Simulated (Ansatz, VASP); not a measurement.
Given: the input of a run of VASP 6.6.1 on Nb.

Contents of INCAR:

```
SYSTEM = Nb
  PREC = Accurate
  ENCUT = 520
  EDIFF = 1E-7
  ISMEAR = -1
  SIGMA = 0.05
  LREAL = .FALSE.
  LASPH = .TRUE.
  NELM = 60
  ALGO = Fast
  ISIF = 2
  LWAVE = .FALSE.
  LCHARG = .TRUE.
  GGA = CA
  LELF = .TRUE.
  LVHAR = .TRUE.
  NBANDS = 12
```

File KPOINTS:

```
regular mesh
0
G
  11 11 11
  0 0 0
```

The input POSCAR:

```
Nb
1.0
    0.0000000000      2.0718246199      2.0718246199
    2.0718246199      0.0000000000      2.0718246199
    2.0718246199      2.0718246199      0.0000000000
Nb
1
Direct
    0.0000000000      0.0000000000      0.0000000000
```

Potentials or basis: VASP PAW LDA potentials, release 64 (Nb_sv).

Run with:

```bash
$ cat potpaw_LDA.64/Nb_sv/POTCAR > POTCAR
$ mpirun -np 1 vasp_std > vasp.out
```

Q: Translate it to Ansatz 0.2.0. Potentials there: all-electron LAPW, scalar-relativistic.

A: As run (the cutoff follows the program's own potentials):

input.yaml

```yaml
crystal:
  lattice:
    - [0.0, 2.0718246199, 2.0718246199]
    - [2.0718246199, 0.0, 2.0718246199]
    - [2.0718246199, 2.0718246199, 0.0]
  atoms:
    - { symbol: Nb, position: [0.0, 0.0, 0.0] }
kpoints:
  mp_grid: { grid: [11, 11, 11] }
scf:
  occupations: { method: fermi_dirac, width: 0.05 }
hamiltonian:
  xc: lda
  pseudopotentials: { kind: all_electron, lapw: { basis_error: 0.001 } }
output:
  forces: true
  stress: true
  eigenvalues: true
```

Potentials or basis: all-electron LAPW, scalar-relativistic.

The run is started by

```bash
$ ansatz run input.yaml --threads 1 --pin off --max-ram 3072MiB --backend cpu --events-out ev --progress --plain --runs-dir out
```

Both were run:

|  | VASP | Ansatz | Ansatz less VASP |
| --- | --- | --- | --- |
| gap on the k mesh at the Fermi level (eV) | none | none | - |
| pressure (GPa) | -1.2 | -1.0 | +0.13 |

LDA's correlation is that of Perdew and Zunger in VASP and of Perdew and Wang (1992) in Ansatz. A gap of «none» marks a metal or a gap that the smearing closes. Ansatz ran all-electron here, and VASP with PAW potentials.
